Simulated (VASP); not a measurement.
Ru: single point with PBE

Crystal: Ru.

```
CELL_PARAMETERS angstrom
2.70580 0.00000 0.00000
-1.35290 2.34329 0.00000
0.00000 0.00000 4.28190
ATOMIC_POSITIONS crystal
Ru 0.33333 0.66667 0.25000
Ru 0.66667 0.33333 0.75000
```

| Quantity | Value |
| --- | --- |
| Program | VASP 6.6.1 |
| Task | single point |
| Functional | PBE |
| Potentials or basis | VASP PAW PBE potentials, release 64 (Ru_pv) |
| Cutoff | 500 eV |
| k mesh | 9 × 9 × 5 |
| Occupations | fermi-dirac, width 0.1 eV |
| Spin | no spin polarisation |
| Dipole correction | no |
| Further INCAR settings | ALGO = Normal; EDIFF = 1e-06; NBANDS = 21 |

| Item | Value |
| --- | --- |
| Pressure | 4.4 GPa |
| Band gap on the k mesh | zero (band 14 reaches 14.30 eV, above the bottom of band 15 at 11.26 eV) |

Stress tensor (GPa, compression positive):
```
4.68 0.00 0.00
0.00 4.68 0.00
0.00 0.00 3.83
```

Levels at points of the mesh, in eV from the Fermi level:
| k point | band 10 | band 11 | band 12 | band 13 | band 14 | band 15 | band 16 | band 17 | band 18 | band 19 |
| --- | --- | --- | --- | --- | --- | --- | --- | --- | --- | --- |
| (0.00, 0.00, 0.00) | -2.68 | -2.50 | -2.00 | -2.00 | -1.47 | -1.47 | 1.10 | 1.10 | 1.22 | 10.21 |

It took 7.9 s on 1 thread of Intel(R) Xeon(R) Platinum 8559C (Emerald Rapids) (shared host), peak memory 0.15 GiB.
